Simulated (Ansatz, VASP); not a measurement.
## HfGa2As2: VASP beside Ansatz

```xyz
5
Lattice="4.3865 0.0000 0.0000 0.0000 4.3865 0.0000 0.0000 0.0000 5.9502" Properties=species:S:1:pos:R:3 pbc="T T T"
Hf    0.0000    0.0000    0.0000
Ga    0.0000    2.1932    2.9751
Ga    2.1932    0.0000    2.9751
As    2.1932    2.1932    1.4280
As    2.1932    2.1932    4.5221
```

Change from the starting cell: species swapped into the CeMg2Si2 type (P4/mmm, No. 123).

Alike in both runs: task single point; functional PBE; k mesh 4 × 4 × 4; occupations gaussian, width 0.1 eV; no spin polarisation.

|  | VASP | Ansatz |
| --- | --- | --- |
| version | VASP 6.6.1 | Ansatz 0.2.0 |
| potentials or method | VASP PAW PBE potentials, release 64 (Hf_pv, Ga_d, As), cutoff 520 eV | scalar-relativistic, plane waves, PAW |
| valence electrons in the cell | 46 | 82 |

|  | VASP | Ansatz | Ansatz less VASP |
| --- | --- | --- | --- |
| gap on the k mesh at the Fermi level (eV) | none | none | - |
| pressure (GPa) | -4.8 | -4.8 | 0.00 |
| traceless stress, the component that is largest in VASP (GPa) | 4.15 | 4.20 | +0.046 |
| rms of the force components (eV/Å) | 0.962 | 0.954 | -0.0077 |

Atom by atom the forces differ by 0.008 eV/Å (rms over components). A gap of «none» marks a metal or a gap that the smearing closes. The functional is the same, so the differences come from potentials, cutoffs and numerics. VASP's potentials hold 46 valence electrons a cell and Ansatz's 82, so a difference there can come from the potentials and not from the codes.

Neither program's run includes spin-orbit coupling.
